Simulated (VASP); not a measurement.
# WSe (R-3m) in VASP: a series of runs

The runs below take WSe through single point, relaxation of cell and atoms, with PBE.

All numbers are computed with VASP 6.6.1; they aren't measurements. Logs are shortened: lines on timing, memory, paths and dates and some standing lists are left out, and cuts for length are marked.

## (1) The cell of the first run

It takes space group R-3m (No. 166, trigonal). The conventional cell has a = 3.740 Å, b = 3.740 Å, c = 9.244 Å, α = 90.00°, β = 90.00°, γ = 120.00°. W (site symmetry -3m) has 6 Se at 2.65 Å within 3.5 Å. Se (site symmetry -3m) has 6 W at 2.65 Å within 3.5 Å.

## (2) Single point, PBE

Input file INCAR:

```
SYSTEM = WSe
PREC = Accurate
ENCUT = 520
EDIFF = 1E-6
ISMEAR = 0
SIGMA = 0.1
LREAL = .FALSE.
LASPH = .TRUE.
NELM = 100
ALGO = Normal
ISIF = 2
LWAVE = .FALSE.
LCHARG = .FALSE.
GGA = PE
NBANDS = 17
```

Input file KPOINTS:

```
Automatic mesh
0
G
  6 6 6
  0 0 0
```

Input file POSCAR:

```
WSe
1.0
    1.8702341900      1.0797802100      3.0813784500
   -1.8702341900      1.0797802100      3.0813784500
    0.0000000000     -2.1595604200      3.0813784500
W Se
1 1
Direct
    0.5000000000      0.5000000000      0.5000000000
    0.0000000000      0.0000000000      0.0000000000
```

Potentials or basis: VASP PAW PBE potentials, release 64 (W_sv, Se).

Launch:

```
$ cat potpaw_PBE.64/W_sv/POTCAR potpaw_PBE.64/Se/POTCAR > POTCAR
$ mpirun -np 1 vasp_std > vasp.out
```

OUTCAR:

```text
SYSTEM = WSe
   PREC = Accurate
   ENCUT = 520
   EDIFF = 1E-6
   ISMEAR = 0
   LREAL = .FALSE.
   LASPH = .TRUE.
   NELM = 100
   ISIF = 2
   GGA = PE

 ion  position               nearest neighbor table
   1  0.500  0.500  0.500-   2 2.65   2 2.65   2 2.65   2 2.65   2 2.65   2 2.65
   2  0.000  0.000  0.000-   1 2.65   1 2.65   1 2.65   1 2.65   1 2.65   1 2.65

  LATTYP: Found a trigonal (rhomboedric) cell.
 ALAT       =     3.7627907701
 COS(alpha) =     0.5059148060

  Lattice vectors:

 A1 = (   1.8702341900,   1.0797802100,   3.0813784500)
 A2 = (  -1.8702341900,   1.0797802100,   3.0813784500)
 A3 = (   0.0000000000,  -2.1595604200,   3.0813784500)

Analysis of symmetry for initial positions (statically):
=====================================================================
 Subroutine PRICEL returns:
 Original cell was already a primitive cell.

 Routine SETGRP: Setting up the symmetry group for a
 trigonal (rhombohedral) supercell.

 Subroutine GETGRP returns: Found 12 space group operations
 (whereof 12 operations were pure point group operations)
 out of a pool of 12 trial point group operations.

The static configuration has the point symmetry D_3d.

Analysis of symmetry for dynamics (positions and initial velocities):
=====================================================================
 Subroutine PRICEL returns:
 Original cell was already a primitive cell.

 Routine SETGRP: Setting up the symmetry group for a
 trigonal (rhombohedral) supercell.

 Subroutine GETGRP returns: Found 12 space group operations
 (whereof 12 operations were pure point group operations)
 out of a pool of 12 trial point group operations.

The dynamic configuration has the point symmetry D_3d.

 Subroutine INISYM returns: Found 12 space group operations
 (whereof 12 operations are pure point group operations),
 and found     1 'primitive' translations

----------------------------------------------------------------------------------------

                                     Primitive cell

  volume of cell :      37.3360

  direct lattice vectors                    reciprocal lattice vectors
     1.870234190  1.079780210  3.081378450     0.267346198  0.154352400  0.108176694
    -1.870234190  1.079780210  3.081378450    -0.267346198  0.154352400  0.108176694
     0.000000000 -2.159560420  3.081378450     0.000000000 -0.308704800  0.108176694

  length of vectors
     3.762790770  3.762790770  3.762790767     0.327109844  0.327109844  0.327109845
[... 80 lines left out ...]
   NELM   =    100;   NELMIN=  2; NELMDL= -5     # of ELM steps
   EDIFF  = 0.1E-05   stopping-criterion for ELM
   LREAL  =      F    real-space projection
   EDIFFG = 0.1E-04   stopping-criterion for IOM
   NSW    =      0    number of steps for IOM
   IBRION =     -1    ionic relax: 0-MD 1-quasi-New 2-CG
   NFREE  =      0    steps in history (QN), initial steepest desc. (CG)
   ISIF   =      2    stress and relaxation
   ISYM   =      2    0-nonsym 1-usesym 2-fastsym
   POTIM  = 0.5000    time-step for ionic-motion
   TEBEG  =    0.0;   TEEND  =   0.0 temperature during run
   PSTRESS=    0.0 pullay stress
   NELECT =      20.0000    total number of electrons
   NUPDOWN=      -1.0000    fix difference up-down
   EMIN   =  10.00;   EMAX   =-10.00  energy-range for DOS
   EFERMI =   0.00;   METHOD = LEGACY
   ISMEAR =     0;   SIGMA  =   0.10  broadening in eV -4-tet -1-fermi 0-gaus
   EFERMI_NEDOS =   21; number of points for ismear=-14 and -15
   IALGO  =     38    algorithm
   IMIX   =      4    mixing-type and parameters
     AMIX     =   0.40;   BMIX     =  1.00
     AMIX_MAG =   1.60;   BMIX_MAG =  1.00
  volume/ion in A,a.u.               =      18.67       125.98
  Fermi-wavevector in a.u.,A,eV,Ry     =   1.329563  2.512510 24.051535  1.767738
  Thomas-Fermi vector in A             =   2.458716
   LORBIT       =      0    0 simple, 1 ext, 2 COOP (PROOUT), +10 PAW based schemes
   GGA     = PE    functional components
   LHFCALC =     F    Hartree Fock is set to
   AEXX    =    0.0000 exact exchange contribution
   IVDW    =     0    specifies the selected vdW correction
   LEPSILON=     F    determine dielectric tensor
   LRPA    =     F    only Hartree local field effects (RPA)
 non-spin polarized calculation
 Gauss-broadening in eV      SIGMA  =   0.10
  energy-cutoff  :      520.00
  volume of cell :       37.34
 maximum number of plane-waves:      1020
   NGX = 13   NGY = 13   NGZ = 13

 number of electron      20.0000000 magnetization

 Free energy of the ion-electron system (eV)
  ---------------------------------------------------
  ext. energy  EPLUGINS =         0.00000000
  ---------------------------------------------------
  free energy    TOTEN  =       -14.06643288 eV

  energy without entropy =      -14.04968130  energy(sigma->0) =      -14.05805709

 E-fermi :   8.7521     XC(G=0): -11.7256

 val. band max:        8.6878599657   @ k =  -0.1667   0.3333   0.1667
 cond. band min:       8.7532003409   @ k =   0.1667   0.1667  -0.0000
 fundamental gap:      0.0653403752
 Fermi energy:         8.7521192123

 k-point     1 :       0.0000    0.0000    0.0000
  band No.  band energies     occupation
      1     -65.9087      2.00000
      2     -30.1119      2.00000
      3     -30.1115      2.00000
      4     -30.1115      2.00000
      5      -7.4730      2.00000
      6       6.1297      2.00000
[... 457 lines left out ...]
      4     -30.1391      2.00000
      5      -5.9988      2.00000
      6       2.4377      2.00000
[... 9 lines left out ...]
     16      17.4962      0.00000
     17      18.6302      0.00000

 [... further k-points ...]

------------------------ aborting loop because EDIFF is reached ----------------------------------------

  FORCE on cell =-STRESS in cart. coord.  units (eV):
  Direction    XX          YY          ZZ          XY          YZ          ZX
  --------------------------------------------------------------------------------------
  -------------------------------------------------------------------------------------
  Total       -1.2140531     -1.2140531     -1.0805757      0.0000000      0.0000000     -0.0000000
  in kB      -52.0979487    -52.0979484    -46.3701112      0.0000000      0.0000000     -0.0000000
  external PRESSURE =     -50.1886694 kB  Pullay stress =       0.0000000 kB

 VOLUME and BASIS-vectors are now :
 -----------------------------------------------------------------------------
  energy-cutoff  :      520.00
  volume of cell :       37.34
      direct lattice vectors                 reciprocal lattice vectors
     1.870234190  1.079780210  3.081378450     0.267346198  0.154352400  0.108176694
    -1.870234190  1.079780210  3.081378450    -0.267346198  0.154352400  0.108176694
     0.000000000 -2.159560420  3.081378450     0.000000000 -0.308704800  0.108176694

 POSITION                                       TOTAL-FORCE (eV/Angst)
 -----------------------------------------------------------------------------------
      0.00000      0.00000      4.62207        -0.000000     -0.000000      0.000000
      0.00000      0.00000      0.00000         0.000000      0.000000     -0.000000
 -----------------------------------------------------------------------------------
    total drift:                               -0.000000     -0.000000      0.000000

  FREE ENERGIE OF THE ION-ELECTRON SYSTEM (eV)
  ---------------------------------------------------
  free  energy   TOTEN  =       -14.0664328847 eV

  energy  without entropy=      -14.0496812995  energy(sigma->0) =      -14.05805709
```

It took 32 s on 1 thread of Intel Xeon 8259CL, shared host; peak memory 0.17 GiB.

What came out:

```
Free energy            : -14.0664 eV
Pressure               : -5.0 GPa
Band gap on the k mesh : zero (bands 10 and 11 overlap by 2.22 eV)
```

Stress tensor (GPa, compression positive):
```
-5.21  0.00  0.00
 0.00 -5.21  0.00
 0.00  0.00 -4.64
```

Levels at points of the mesh, in eV from the Fermi level:
| k point | band 8 | band 9 | band 10 | band 11 | band 12 | band 13 |
| --- | --- | --- | --- | --- | --- | --- |
| (0.00, 0.00, 0.00) | -2.55 | -2.03 | -1.96 | -1.96 | -1.54 | -1.54 |
| (0.50, 0.00, 0.00) | -5.69 | 0.04 | 0.11 | 0.42 | 2.04 | 4.97 |
| (0.50, 0.50, 0.00) | -4.08 | -3.64 | -0.61 | 0.12 | 0.75 | 0.76 |
| (0.50, 0.50, 0.50) | -5.66 | 0.05 | 0.05 | 0.37 | 2.11 | 4.94 |

Caveat: the cell stands under tension; spin-orbit coupling is left out, which moves the levels of the heavy elements.

(Continued in part 2 of 2.)

The gap in the log of VASP goes by the Fermi energy; the results here count the filled bands.